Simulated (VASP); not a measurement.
Here is a VASP 6.6.1 calculation.

File INCAR:

```
ALGO = Normal
EDIFF = 1E-7
ENCUT = 520
GGA = PE
ISIF = 2
ISMEAR = 0
LASPH = T
LCHARG = F
LREAL = F
LWAVE = F
NBANDS = 28
NELM = 80
PREC = Accurate
SIGMA = 0.01
```

The input KPOINTS:

```
k-points
0
Gamma
  2 2 2
```

File POSCAR:

```
BaTiO3
1.0
    4.0060000000      0.0000000000      0.0000000000
    0.0000000000      4.0060000000      0.0000000000
    0.0000000000      0.0000000000      4.0060000000
Ba Ti O
1 1 3
Direct
    0.5000000000      0.5000000000      0.5000000000
    0.0000000000      0.0000000000      0.0000000000
    0.5000000000      0.0000000000      0.0000000000
    0.0000000000      0.5000000000      0.0000000000
    0.0000000000      0.0000000000      0.5000000000
```

Potentials or basis: VASP PAW PBE potentials, release 64 (Ba_sv, Ti_sv, O).

Launch:

```console
$ cat potpaw_PBE.64/Ba_sv/POTCAR potpaw_PBE.64/Ti_sv/POTCAR potpaw_PBE.64/O/POTCAR > POTCAR
$ mpirun -np 1 vasp_std > vasp.out
```

Question: Estimate the band gap on the k mesh.

Answer: 1.35 eV, indirect (least direct gap 1.50 eV).

Question: Predict the pressure.

Answer: 5.9 GPa.

Caveat: the k points lie up to 0.78 Å⁻¹ apart; spin-orbit coupling is left out, which moves the levels of the heavy elements. A hybrid or GW would open this gap; PBE tends to underestimate it.
